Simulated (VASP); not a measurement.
# BN (P6_3mc) in VASP: a series of runs, part 2 of 2

VASP 6.6.1. Earlier steps stand in the parts before.

## 6. Single point, LDA

This run uses another cell than the first one, of 5.61 Å³/atom, 0.940 times its volume.

The input, INCAR:

```
PREC     = Accurate       # precision mode
ENCUT    = 520            # plane-wave cutoff, eV
EDIFF    = 1E-6           # SCF threshold, eV
ISMEAR   = -1             # smearing method
SIGMA    = 0.05           # smearing width, eV
LREAL    = False          # projectors in reciprocal space
LASPH    = True           # aspherical terms in the spheres
NELM     = 60             # most SCF steps
ALGO     = Normal         # electronic algorithm
ISIF     = 2              # what is computed and relaxed
LWAVE    = False          # write WAVECAR
LCHARG   = False          # write CHGCAR
NBANDS   = 16             # bands
```

The input, KPOINTS:

```
Automatic mesh
0
Gamma
  12 12 6
```

The input, POSCAR:

```
BN
1.0
    2.5018037563      0.0000000000      0.0000000000
   -1.2509018782      2.1666256083      0.0000000000
    0.0000000000      0.0000000000      4.1405684416
N B
2 2
Direct
    0.3333333333      0.6666666667      0.1252760000
    0.6666666667      0.3333333333      0.6252760000
    0.3333333333      0.6666666667      0.4997240000
    0.6666666667      0.3333333333      0.9997240000
```

Potentials or basis: VASP PAW LDA potentials, release 64 (N, B).

Command:

```bash
> cat potpaw_LDA.64/N/POTCAR potpaw_LDA.64/B/POTCAR > POTCAR
> mpirun -np 1 vasp_std > vasp.out
```

OUTCAR:

```text
PREC = Accurate
   ENCUT = 520
   EDIFF = 1E-6
   ISMEAR = -1
   LREAL = False
   LASPH = True
   NELM = 60
   ISIF = 2

 ion  position               nearest neighbor table
   1  0.333  0.667  0.125-   4 1.54   4 1.54   4 1.54   3 1.55
   2  0.667  0.333  0.625-   3 1.54   3 1.54   3 1.54   4 1.55
   3  0.333  0.667  0.500-   2 1.54   2 1.54   2 1.54   1 1.55
   4  0.667  0.333  1.000-   1 1.54   1 1.54   1 1.54   2 1.55

  LATTYP: Found a hexagonal cell.
 ALAT       =     2.5018037563
 C/A-ratio  =     1.6550332660

  Lattice vectors:

 A1 = (   2.5018037563,   0.0000000000,   0.0000000000)
 A2 = (  -1.2509018782,   2.1666256083,   0.0000000000)
 A3 = (   0.0000000000,   0.0000000000,   4.1405684416)

Analysis of symmetry for initial positions (statically):
=====================================================================
 Subroutine PRICEL returns:
 Original cell was already a primitive cell.

 Routine SETGRP: Setting up the symmetry group for a
 hexagonal supercell.

 Subroutine GETGRP returns: Found 12 space group operations
 (whereof  6 operations were pure point group operations)
 out of a pool of 24 trial point group operations.

The static configuration has the point symmetry C_3v.
 The point group associated with its full space group is C_6v.

Analysis of symmetry for dynamics (positions and initial velocities):
=====================================================================
 Subroutine PRICEL returns:
 Original cell was already a primitive cell.

 Routine SETGRP: Setting up the symmetry group for a
 hexagonal supercell.

 Subroutine GETGRP returns: Found 12 space group operations
 (whereof  6 operations were pure point group operations)
 out of a pool of 24 trial point group operations.

The dynamic configuration has the point symmetry C_3v.
 The point group associated with its full space group is C_6v.

 Subroutine INISYM returns: Found 12 space group operations
 (whereof  6 operations are pure point group operations),
 and found     1 'primitive' translations

----------------------------------------------------------------------------------------

                                     Primitive cell

  volume of cell :      22.4438

  direct lattice vectors                    reciprocal lattice vectors
     2.501803756  0.000000000  0.000000000     0.399711607  0.230773604  0.000000000
    -1.250901878  2.166625608  0.000000000     0.000000000  0.461547208  0.000000000
     0.000000000  0.000000000  4.140568442     0.000000000  0.000000000  0.241512733

  length of vectors
     2.501803756  2.501803756  4.140568442     0.461547208  0.461547208  0.241512733

  position of ions in fractional coordinates (direct lattice)
     0.333333333  0.666666667  0.125276000
     0.666666667  0.333333333  0.625276000
     0.333333333  0.666666667  0.499724000
     0.666666667  0.333333333  0.999724000

  ion indices of the primitive-cell ions
   primitive index   ion index
                 1           1
                 2           2
                 3           3
                 4           4

----------------------------------------------------------------------------------------

[... 25 lines left out ...]
            Coordinates               Weight
  0.000000  0.000000  0.000000      1.000000
  0.083333  0.000000  0.000000      6.000000
  0.166667 -0.000000  0.000000      6.000000
  0.250000 -0.000000  0.000000      6.000000
  0.333333 -0.000000  0.000000      6.000000
  0.416667  0.000000  0.000000      6.000000
[... 16 lines left out ...]
  0.250000 -0.000000  0.166667     12.000000
  0.333333 -0.000000  0.166667     12.000000
 [... further k-points ...]
   k-points           NKPTS =     76   k-points in BZ     NKDIM =     76   number of bands    NBANDS=     16
   number of dos      NEDOS =    301   number of ions     NIONS =      4
   total plane-waves  NPLWV =  12800
   dimension x,y,z NGX =    20 NGY =   20 NGZ =   32
   dimension x,y,z NGXF=    40 NGYF=   40 NGZF=   64
   ions per type =               2   2
   NGX,Y,Z   is equivalent  to a cutoff of  13.29, 13.29, 12.85 a.u.
   NGXF,Y,Z  is equivalent  to a cutoff of  26.58, 26.58, 25.70 a.u.
 SYSTEM =  unknown system
   PREC   = accura    normal or accurate (medium, high low for compatibility)
   ISTART =      0    job   : 0-new  1-cont  2-samecut
   ICHARG =      2    charge: 1-file 2-atom 10-const
   ISPIN  =      1    spin polarized calculation?
   LNONCOLLINEAR =      F non collinear calculations
   LSORBIT =      F    spin-orbit coupling
   LASPH  =      T    aspherical Exc in radial PAW
   ENCUT  =  520.0 eV  38.22 Ry    6.18 a.u.   4.65  4.65  7.70*2*pi/ulx,y,z
   NELM   =     60;   NELMIN=  2; NELMDL= -5     # of ELM steps
   EDIFF  = 0.1E-05   stopping-criterion for ELM
   LREAL  =      F    real-space projection
   EDIFFG = 0.1E-04   stopping-criterion for IOM
   NSW    =      0    number of steps for IOM
   IBRION =     -1    ionic relax: 0-MD 1-quasi-New 2-CG
   NFREE  =      0    steps in history (QN), initial steepest desc. (CG)
   ISIF   =      2    stress and relaxation
   ISYM   =      2    0-nonsym 1-usesym 2-fastsym
   POTIM  = 0.5000    time-step for ionic-motion
   TEBEG  =    0.0;   TEEND  =   0.0 temperature during run
   PSTRESS=    0.0 pullay stress
   NELECT =      16.0000    total number of electrons
   NUPDOWN=      -1.0000    fix difference up-down
   EMIN   =  10.00;   EMAX   =-10.00  energy-range for DOS
   EFERMI =   0.00;   METHOD = LEGACY
   ISMEAR =    -1;   SIGMA  =   0.05  broadening in eV -4-tet -1-fermi 0-gaus
   EFERMI_NEDOS =   21; number of points for ismear=-14 and -15
   IALGO  =     38    algorithm
   IMIX   =      4    mixing-type and parameters
     AMIX     =   0.40;   BMIX     =  1.00
     AMIX_MAG =   1.60;   BMIX_MAG =  1.00
  volume/ion in A,a.u.               =       5.61        37.86
  Fermi-wavevector in a.u.,A,eV,Ry     =   1.462455  2.763639 29.099789  2.138774
  Thomas-Fermi vector in A             =   2.578666
   LORBIT       =      0    0 simple, 1 ext, 2 COOP (PROOUT), +10 PAW based schemes
   GGA     = CA    functional components
   LHFCALC =     F    Hartree Fock is set to
   AEXX    =    0.0000 exact exchange contribution
   IVDW    =     0    specifies the selected vdW correction
   LEPSILON=     F    determine dielectric tensor
   LRPA    =     F    only Hartree local field effects (RPA)
 non-spin polarized calculation
  energy-cutoff  :      520.00
  volume of cell :       22.44
 maximum number of plane-waves:       622
 NGX is ok and might be reduce to    20
   NGX =  9   NGY =  9   NGZ = 15

 number of electron      15.9999998 magnetization

 Free energy of the ion-electron system (eV)
  ---------------------------------------------------
  ext. energy  EPLUGINS =         0.00000000
  ---------------------------------------------------
  free energy    TOTEN  =       -38.73210612 eV

  energy without entropy =      -38.73210612  energy(sigma->0) =      -38.73210612

 E-fermi :   9.1395     XC(G=0): -13.3449

 val. band max:        8.2176747494   @ k =   0.0000   0.0000   0.0000
 cond. band min:      13.0797289461   @ k =   0.3333   0.3333   0.0000
 fundamental gap:      4.8620541967
 Fermi energy:         9.1394728347

 k-point     1 :       0.0000    0.0000    0.0000
  band No.  band energies     occupation
      1     -12.6370      2.00000
      2      -8.1809      2.00000
      3      -3.2324      2.00000
      4       5.9747      2.00000
      5       5.9747      2.00000
      6       7.9141      2.00000
[... 433 lines left out ...]
      3      -0.9893      2.00000
      4       0.5258      2.00000
      5       2.0754      2.00000
      6       3.6717      2.00000
[... 8 lines left out ...]
     15      24.7151      0.00000
     16      25.1517      0.00000

 [... further k-points ...]

------------------------ aborting loop because EDIFF is reached ----------------------------------------

  FORCE on cell =-STRESS in cart. coord.  units (eV):
  Direction    XX          YY          ZZ          XY          YZ          ZX
  --------------------------------------------------------------------------------------
  -------------------------------------------------------------------------------------
  Total        1.6527713      1.6527713      1.6404564     -0.0000000      0.0000000      0.0000000
  in kB      117.9848547    117.9848547    117.1057428     -0.0000000      0.0000000      0.0000000
  external PRESSURE =     117.6918174 kB  Pullay stress =       0.0000000 kB

 VOLUME and BASIS-vectors are now :
 -----------------------------------------------------------------------------
  energy-cutoff  :      520.00
  volume of cell :       22.44
      direct lattice vectors                 reciprocal lattice vectors
     2.501803756  0.000000000  0.000000000     0.399711607  0.230773604  0.000000000
    -1.250901878  2.166625608  0.000000000     0.000000000  0.461547208  0.000000000
     0.000000000  0.000000000  4.140568442     0.000000000  0.000000000  0.241512733

 POSITION                                       TOTAL-FORCE (eV/Angst)
 -----------------------------------------------------------------------------------
     -0.00000      1.44442      0.51871         0.000000      0.000000      0.028620
      1.25090      0.72221      2.58900         0.000000     -0.000000      0.028620
     -0.00000      1.44442      2.06914        -0.000000      0.000000     -0.028620
      1.25090      0.72221      4.13943         0.000000     -0.000000     -0.028620
 -----------------------------------------------------------------------------------
    total drift:                               -0.000000      0.000000      0.000578

  FREE ENERGIE OF THE ION-ELECTRON SYSTEM (eV)
  ---------------------------------------------------
  free  energy   TOTEN  =       -38.7321061200 eV

  energy  without entropy=      -38.7321061199  energy(sigma->0) =      -38.73210612
```

Run time: 9.7 s. Hardware: 1 thread of Intel Xeon 6975P-C (Granite Rapids), shared host; peak memory 0.13 GiB.

What came out:

```
Free energy            : -38.7321 eV
Pressure               : 11.8 GPa
Largest force          : 0.029 eV/Å
Band gap on the k mesh : 4.86 eV, indirect (least direct gap 8.40 eV)
```

Forces in eV/Å, atoms in the order of the input:
```
N    0.000  0.000  0.029
N    0.000  0.000  0.029
B    0.000  0.000 -0.029
B    0.000  0.000 -0.029
```

Stress tensor (GPa, compression positive):
```
11.80  0.00  0.00
 0.00 11.80  0.00
 0.00  0.00 11.71
```

Levels at points of the mesh, in eV from the valence-band top:
```
           k point  band 4  band 5  band 6  band 7  band 8  band 9  band 10  band 11  band 12  band 13
(0.00, 0.00, 0.00)   -2.24   -2.24   -0.30    0.00    0.00    8.45     8.45     8.75    10.25    11.63
(0.50, 0.00, 0.00)   -8.09   -7.20   -5.27   -4.73   -2.23    6.81     7.96    10.74    11.86    13.48
(0.00, 0.00, 0.50)   -5.93   -1.25   -1.25   -1.25   -1.25    9.93     9.93    10.07    10.07    10.07
(0.50, 0.00, 0.50)  -10.46   -3.99   -3.99   -3.76   -3.76    6.67     6.67    10.31    10.31    14.63
```

## 7. Overview

| task | level | potentials or basis | cell | cutoff (eV) | gap on the mesh (eV) | pressure (GPa) | largest force (eV/Å) |
| --- | --- | --- | --- | --- | --- | --- | --- |
| relaxation of cell and atoms | PBE | VASP PAW PBE potentials, release 64 (N, B) | relaxed from a = 2.554, b = 2.554, c = 4.227 Å, angles 90.0, 90.0, 120.0°, 4 atoms | 600 | 5.21 | 0.0 | - |
| single point | PBE | VASP PAW PBE potentials, release 64 (N, B) | a = 2.554, b = 2.554, c = 4.227 Å, angles 90.0, 90.0, 120.0°, 4 atoms | 520 | 5.20 | 0.2 | 0.01 |
| single point | LDA | VASP PAW LDA potentials, release 64 (N, B) | a = 2.554, b = 2.554, c = 4.227 Å, angles 90.0, 90.0, 120.0°, 4 atoms | 520 | 4.96 | -12.9 | 0.02 |
| single point | PBEsol | VASP PAW PBE potentials, release 64 (N, B) | a = 2.554, b = 2.554, c = 4.227 Å, angles 90.0, 90.0, 120.0°, 4 atoms | 520 | 4.97 | -5.4 | 0.01 |
| single point | LDA | VASP PAW LDA potentials, release 64 (N, B) | a = 2.502, b = 2.502, c = 4.141 Å, angles 90.0, 90.0, 120.0°, 4 atoms | 520 | 4.86 | 11.8 | 0.03 |

Alike in all rows: no spin polarisation; k mesh 12 × 12 × 6; smearing fermi-dirac 0.05 eV.

Caveats: the PAW data sets were made with another functional, which shifts forces and pressure a little (some runs).

Total energies depend on the potentials used, so only differences within one code and one set of settings carry meaning.
